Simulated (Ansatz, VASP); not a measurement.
## Two plane-wave programs on ZnS

```
Zn S
1.0
     3.81756    0.00000    0.00000
    -1.90878    3.30610    0.00000
     0.00000    0.00000   11.75923
Zn S
4 4
Direct
  0.00000 0.00000 0.00005
  0.00000 0.00000 0.50005
  0.33333 0.66667 0.25002
  0.66667 0.33333 0.75002
  0.00000 0.00000 0.18729
  0.00000 0.00000 0.68729
  0.33333 0.66667 0.43764
  0.66667 0.33333 0.93764
```

Alike in both runs: task single point; functional PBE; k mesh 9 × 9 × 4; occupations gaussian, width 0.05 eV; no spin polarisation.

```csv
,VASP,Ansatz
version,VASP 6.6.1,Ansatz 0.2.0
potentials or method,"VASP PAW PBE potentials, release 64 (Zn, S), cutoff 520 eV","scalar-relativistic, plane waves, PAW"
valence electrons in the cell,72,72
```

Ansatz gave:

* gap on the k mesh at the Fermi level (eV): 2.33
* least direct gap on the mesh (eV): 2.33
* pressure (GPa): 7.6
* traceless stress, the component that is largest in VASP (GPa): 7.70
* rms of the force components (eV/Å): 0.389

Question: Estimate VASP's values.

Answer: gap on the k mesh at the Fermi level (eV): 2.34; least direct gap on the mesh (eV): 2.34; pressure (GPa): 7.8; traceless stress, the component that is largest in VASP (GPa): 7.73; rms of the force components (eV/Å): 0.392.

Atom by atom the forces differ by 0.003 eV/Å (rms over components).
